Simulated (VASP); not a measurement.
# Hg (Fm-3m) in VASP: further runs

Runs on Hg. Level: LDA. Tasks: single point.

Program: VASP 6.6.1. These are calculated values, not measurements. Logs are shortened: lines on timing, memory, paths and dates and some standing lists are left out, and cuts for length are marked.

### 1 The cell of the first run

Symmetry: Fm-3m, No. 225, cubic system. Conventional cell: a = 4.450 Å, b = 4.450 Å, c = 4.450 Å, α = 90.00°, β = 90.00°, γ = 90.00°. Within 4.1 Å of Hg (site symmetry m-3m) lie 12 Hg at 3.15 Å.

### 2 Single point, LDA

File INCAR:

```
ALGO = Normal
EDIFF = 1E-6
ENCUT = 520
GGA = CA
ISIF = 2
ISMEAR = -1
LASPH = T
LCHARG = F
LREAL = F
LWAVE = F
NBANDS = 12
NELM = 100
PREC = Accurate
SIGMA = 0.1
```

File KPOINTS:

```
k-points
0
Gamma
  20 20 20
```

File POSCAR:

```
Hg
1.0
    0.0000000000      2.2248947353      2.2248947353
    2.2248947353      0.0000000000      2.2248947353
    2.2248947353      2.2248947353      0.0000000000
Hg
1
Direct
    0.0000000000      0.0000000000      0.0000000000
```

Potentials or basis: VASP PAW LDA potentials, release 64 (Hg).

Run with:

```sh
cat potpaw_LDA.64/Hg/POTCAR > POTCAR
mpirun -np 1 vasp_std > vasp.out
```

OUTCAR:

```text
EDIFF = 1E-6
   ENCUT = 520
   GGA = CA
   ISIF = 2
   ISMEAR = -1
   LASPH = T
   LREAL = F
   NELM = 100
   PREC = Accurate

 ion  position               nearest neighbor table
   1  0.000  0.000  0.000-

  LATTYP: Found a face centered cubic cell.
 ALAT       =     4.4497894706

  Lattice vectors:

 A1 = (   0.0000000000,   2.2248947353,   2.2248947353)
 A2 = (   2.2248947353,   0.0000000000,   2.2248947353)
 A3 = (   2.2248947353,   2.2248947353,   0.0000000000)

Analysis of symmetry for initial positions (statically):
[... 6 lines left out ...]

 Subroutine GETGRP returns: Found 48 space group operations
 (whereof 48 operations were pure point group operations)
 out of a pool of 48 trial point group operations.

The static configuration has the point symmetry O_h .

Analysis of symmetry for dynamics (positions and initial velocities):
[... 6 lines left out ...]

 Subroutine GETGRP returns: Found 48 space group operations
 (whereof 48 operations were pure point group operations)
 out of a pool of 48 trial point group operations.

The dynamic configuration has the point symmetry O_h .

 Subroutine INISYM returns: Found 48 space group operations
 (whereof 48 operations are pure point group operations),
 and found     1 'primitive' translations

----------------------------------------------------------------------------------------

                                     Primitive cell

  volume of cell :      22.0272

  direct lattice vectors                    reciprocal lattice vectors
     0.000000000  2.224894735  2.224894735    -0.224729733  0.224729733  0.224729733
     2.224894735  0.000000000  2.224894735     0.224729733 -0.224729733  0.224729733
     2.224894735  2.224894735  0.000000000     0.224729733  0.224729733 -0.224729733

  length of vectors
     3.146476310  3.146476310  3.146476310     0.389243316  0.389243316  0.389243316

  position of ions in fractional coordinates (direct lattice)
     0.000000000  0.000000000  0.000000000

  ion indices of the primitive-cell ions
   primitive index   ion index
                 1           1

----------------------------------------------------------------------------------------

 KPOINTS: k-points

Automatic generation of k-mesh.
 Grid dimensions read from file:
 generate k-points for:   20   20   20

 Generating k-lattice:

  Cartesian coordinates                     Fractional coordinates (reciprocal lattice)
    -0.011236487  0.011236487  0.011236487     0.050000000  0.000000000  0.000000000
     0.011236487 -0.011236487  0.011236487     0.000000000  0.050000000  0.000000000
     0.011236487  0.011236487 -0.011236487     0.000000000  0.000000000  0.050000000

  Length of vectors
     0.019462166  0.019462166  0.019462166

  Shift w.r.t. Gamma in fractional coordinates (k-lattice)
     0.000000000  0.000000000  0.000000000

 Subroutine IBZKPT returns following result:
 ===========================================

 Found    256 irreducible k-points:

 Following reciprocal coordinates:
            Coordinates               Weight
  0.000000  0.000000  0.000000      1.000000
  0.050000  0.000000  0.000000      8.000000
  0.100000  0.000000  0.000000      8.000000
  0.150000  0.000000  0.000000      8.000000
  0.200000  0.000000  0.000000      8.000000
  0.250000  0.000000  0.000000      8.000000
[... 16 lines left out ...]
 -0.400000  0.050000  0.000000     24.000000
 -0.350000  0.050000  0.000000     24.000000
 [... further k-points ...]
   k-points           NKPTS =    256   k-points in BZ     NKDIM =    256   number of bands    NBANDS=     12
   number of dos      NEDOS =    301   number of ions     NIONS =      1
   total plane-waves  NPLWV =  13824
   dimension x,y,z NGX =    24 NGY =   24 NGZ =   24
   dimension x,y,z NGXF=    48 NGYF=   48 NGZF=   48
   ions per type =               1
   NGX,Y,Z   is equivalent  to a cutoff of  12.68, 12.68, 12.68 a.u.
   NGXF,Y,Z  is equivalent  to a cutoff of  25.36, 25.36, 25.36 a.u.
 SYSTEM =  unknown system
   PREC   = accura    normal or accurate (medium, high low for compatibility)
   ISTART =      0    job   : 0-new  1-cont  2-samecut
   ICHARG =      2    charge: 1-file 2-atom 10-const
   ISPIN  =      1    spin polarized calculation?
   LNONCOLLINEAR =      F non collinear calculations
   LSORBIT =      F    spin-orbit coupling
   LASPH  =      T    aspherical Exc in radial PAW
   ENCUT  =  520.0 eV  38.22 Ry    6.18 a.u.   5.85  5.85  5.85*2*pi/ulx,y,z
   NELM   =    100;   NELMIN=  2; NELMDL= -5     # of ELM steps
   EDIFF  = 0.1E-05   stopping-criterion for ELM
   LREAL  =      F    real-space projection
   EDIFFG = 0.1E-04   stopping-criterion for IOM
   NSW    =      0    number of steps for IOM
   IBRION =     -1    ionic relax: 0-MD 1-quasi-New 2-CG
   NFREE  =      0    steps in history (QN), initial steepest desc. (CG)
   ISIF   =      2    stress and relaxation
   ISYM   =      2    0-nonsym 1-usesym 2-fastsym
   POTIM  = 0.5000    time-step for ionic-motion
   TEBEG  =    0.0;   TEEND  =   0.0 temperature during run
   PSTRESS=    0.0 pullay stress
   NELECT =      12.0000    total number of electrons
   NUPDOWN=      -1.0000    fix difference up-down
   EMIN   =  10.00;   EMAX   =-10.00  energy-range for DOS
   EFERMI =   0.00;   METHOD = LEGACY
   ISMEAR =    -1;   SIGMA  =   0.10  broadening in eV -4-tet -1-fermi 0-gaus
   EFERMI_NEDOS =   21; number of points for ismear=-14 and -15
   IALGO  =     38    algorithm
   IMIX   =      4    mixing-type and parameters
     AMIX     =   0.40;   BMIX     =  1.00
     AMIX_MAG =   1.60;   BMIX_MAG =  1.00
  volume/ion in A,a.u.               =      22.03       148.65
  Fermi-wavevector in a.u.,A,eV,Ry     =   1.337055  2.526667 24.323336  1.787715
  Thomas-Fermi vector in A             =   2.465633
   LORBIT       =      0    0 simple, 1 ext, 2 COOP (PROOUT), +10 PAW based schemes
   GGA     = CA    functional components
   LHFCALC =     F    Hartree Fock is set to
   AEXX    =    0.0000 exact exchange contribution
   IVDW    =     0    specifies the selected vdW correction
   LEPSILON=     F    determine dielectric tensor
   LRPA    =     F    only Hartree local field effects (RPA)
 non-spin polarized calculation
  energy-cutoff  :      520.00
  volume of cell :       22.03
 maximum number of plane-waves:       609
   NGX = 11   NGY = 11   NGZ = 11

 number of electron      11.9999999 magnetization

 Free energy of the ion-electron system (eV)
  ---------------------------------------------------
  ext. energy  EPLUGINS =         0.00000000
  ---------------------------------------------------
  free energy    TOTEN  =        -0.94596399 eV

  energy without entropy =       -0.93534051  energy(sigma->0) =       -0.94065225

 E-fermi :   3.0581     XC(G=0): -11.5661

 val. band max:        3.0389578776   @ k =  -0.4000   0.3500   0.0000
 cond. band min:       3.0770557697   @ k =  -0.4000   0.4000   0.0500
 fundamental gap:      0.0380978921
 Fermi energy:         3.0581134348

 k-point     1 :       0.0000    0.0000    0.0000
  band No.  band energies     occupation
      1      -6.5864      2.00000
      2      -4.1388      2.00000
      3      -4.1388      2.00000
      4      -4.1388      2.00000
      5      -3.3904      2.00000
      6      -3.3904      2.00000
      7      16.7902      0.00000
      8      18.3713      0.00000
      9      18.3713      0.00000
     10      18.3713      0.00000
     11      22.6132      0.00000
     12      23.9947      0.00000

 k-point     2 :       0.0500    0.0000    0.0000
  band No.  band energies     occupation
      1      -6.5181      2.00000
      2      -4.1489      2.00000
      3      -4.1219      2.00000
      4      -4.1219      2.00000
      5      -3.3955      2.00000
      6      -3.3955      2.00000
      7      16.7506      0.00000
      8      17.6646      0.00000
      9      18.3526      0.00000
     10      18.3526      0.00000
     11      22.7902      0.00000
     12      23.9540      0.00000

 k-point     3 :       0.1000    0.0000    0.0000
  band No.  band energies     occupation
      1      -6.3188      2.00000
      2      -4.1717      2.00000
      3      -4.0767      2.00000
      4      -4.0767      2.00000
      5      -3.4059      2.00000
      6      -3.4059      2.00000
      7      15.7279      0.00000
      8      17.1520      0.00000
      9      18.2860      0.00000
     10      18.2860      0.00000
     11      22.3571      0.00000
     12      23.7531      0.00000

 k-point     4 :       0.1500    0.0000    0.0000
  band No.  band energies     occupation
      1      -6.0103      2.00000
      2      -4.1792      2.00000
      3      -4.0207      2.00000
      4      -4.0207      2.00000
      5      -3.4049      2.00000
      6      -3.4049      2.00000
      7      13.8812      0.00000
      8      17.2223      0.00000
      9      18.1444      0.00000
     10      18.1444      0.00000
     11      21.7579      0.00000
     12      23.3328      0.00000

 k-point     5 :       0.2000    0.0000    0.0000
  band No.  band energies     occupation
      1      -5.6532      2.00000
      2      -4.1024      2.00000
      3      -3.9828      2.00000
      4      -3.9828      2.00000
      5      -3.3663      2.00000
      6      -3.3663      2.00000
      7      11.9315      0.00000
      8      17.2363      0.00000
      9      17.8994      0.00000
     10      17.8994      0.00000
     11      21.3744      0.00000
     12      22.8435      0.00000
[... 228 lines left out ...]
      1      -5.2801      2.00000
      2      -4.1559      2.00000
      3      -4.1107      2.00000
      4      -2.8562      2.00000
      5      -2.7676      2.00000
      6       0.9528      2.00000
      7       1.9842      1.99996
      8      15.5043      0.00000
      9      15.7706      0.00000
     10      16.0335      0.00000
     11      22.0436      0.00000
     12      22.0482      0.00000

 k-point    22 :      -0.4500    0.0500    0.0000
  band No.  band energies     occupation
      1      -5.2761      2.00000
      2      -4.1492      2.00000
      3      -4.1111      2.00000
      4      -2.8402      2.00000
      5      -2.8053      2.00000
      6       0.5140      2.00000
      7       2.4684      1.99452
      8      15.2982      0.00000
      9      16.0141      0.00000
     10      16.1040      0.00000
     11      21.9308      0.00000
     12      21.9863      0.00000

 k-point    23 :      -0.4000    0.0500    0.0000
  band No.  band energies     occupation
      1      -5.2526      2.00000
      2      -4.1232      2.00000
      3      -4.0918      2.00000
      4      -2.8967      2.00000
      5      -2.8938      2.00000
      6      -0.7410      2.00000
      7       4.0380      0.00011
      8      15.2476      0.00000
      9      16.2989      0.00000
     10      16.4275      0.00000
     11      21.8322      0.00000
     12      21.8402      0.00000

 k-point    24 :      -0.3500    0.0500    0.0000
  band No.  band energies     occupation
      1      -5.2199      2.00000
      2      -4.0833      2.00000
      3      -4.0558      2.00000
      4      -3.0289      2.00000
      5      -3.0230      2.00000
      6      -1.8281      2.00000
      7       5.7280      0.00000
      8      15.3286      0.00000
      9      16.6160      0.00000
     10      16.9870      0.00000
     11      21.5675      0.00000
     12      21.7746      0.00000

 [... further k-points ...]
[... 5 lines left out ...]
  --------------------------------------------------------------------------------------
  -------------------------------------------------------------------------------------
  Total        0.0618423      0.0618423      0.0618423      0.0000000      0.0000000     -0.0000000
  in kB        4.4981877      4.4981877      4.4981877      0.0000000      0.0000000     -0.0000000
  external PRESSURE =       4.4981877 kB  Pullay stress =       0.0000000 kB

 VOLUME and BASIS-vectors are now :
 -----------------------------------------------------------------------------
  energy-cutoff  :      520.00
  volume of cell :       22.03
      direct lattice vectors                 reciprocal lattice vectors
     0.000000000  2.224894735  2.224894735    -0.224729733  0.224729733  0.224729733
     2.224894735  0.000000000  2.224894735     0.224729733 -0.224729733  0.224729733
     2.224894735  2.224894735  0.000000000     0.224729733  0.224729733 -0.224729733

 POSITION                                       TOTAL-FORCE (eV/Angst)
 -----------------------------------------------------------------------------------
      0.00000      0.00000      0.00000         0.000000      0.000000      0.000000
 -----------------------------------------------------------------------------------
    total drift:                                0.000000      0.000000      0.000000

  FREE ENERGIE OF THE ION-ELECTRON SYSTEM (eV)
  ---------------------------------------------------
  free  energy   TOTEN  =        -0.9459639910 eV

  energy  without entropy=       -0.9353405132  energy(sigma->0) =       -0.94065225
```

It took 25 s on 1 thread of Intel Xeon 6975P-C, shared host; peak memory 0.18 GiB.

Results:

```yaml
Free_energy: -0.9460 eV
Pressure: 0.4 GPa
Band_gap_on_the_k_mesh: zero (band 6 reaches 3.70 eV, above the bottom of band 7 at 1.64 eV)
```

Levels at points of the mesh, in eV from the Fermi level:
```
           k point  band 3  band 4  band 5  band 6  band 7  band 8  band 9  band 10
(0.00, 0.00, 0.00)   -7.20   -7.20   -6.45   -6.45   13.73   15.31   15.31    15.31
(0.50, 0.00, 0.00)   -7.20   -5.83   -5.83   -1.93   -1.42   12.96   12.96    12.98
(0.50, 0.50, 0.00)   -5.86   -5.66   -5.66   -0.43    0.80    7.13    7.13    12.04
```

Caveat: spin-orbit coupling is left out, which moves the levels of the heavy elements.

### 3 Single point, LDA, non-collinear spin, zero start, spin-orbit coupling

File INCAR:

```
SYSTEM = Hg
PREC     = Accurate       ! precision mode
ENCUT    = 520            ! plane-wave cutoff, eV
EDIFF    = 1E-7           ! SCF threshold, eV
ISMEAR   = -1             ! smearing method
SIGMA    = 0.1            ! smearing width, eV
LREAL    = .False.        ! projectors in reciprocal space
LASPH    = .True.         ! aspherical terms in the spheres
NELM     = 150            ! most SCF steps
ALGO     = Normal         ! electronic algorithm
ISIF     = 2              ! what is computed and relaxed
LWAVE    = .False.        ! write WAVECAR
LCHARG   = .False.        ! write CHGCAR
MAGMOM   = 0 0 0          ! initial moments
LORBIT   = 11             ! projections on sites
LSORBIT  = .True.         ! spin-orbit coupling
GGA_COMPAT= .False.      
LORBMOM  = .True.       
NBANDS   = 23             ! bands
```

File KPOINTS:

```
regular mesh
0
Gamma
  12 12 12
  0 0 0
```

POSCAR is that of step 2.

Potentials or basis: VASP PAW LDA potentials, release 64 (Hg).

Run with:

```sh
cat potpaw_LDA.64/Hg/POTCAR > POTCAR
mpirun -np 1 vasp_ncl > vasp.out
```

Wall time 51 s (1 thread of Intel Xeon 6975P-C, shared host); peak memory 0.2 GiB.

The run converged. Its results:

* Free energy: -1.2168 eV
* Pressure: -0.5 GPa
* Net moment: 0.00 μB per cell
* Valence electrons inside the program's atomic spheres: Hg 10.48

Moments on the atoms (μB; x, y, z):
```
Hg  0.00 0.00 0.00
```
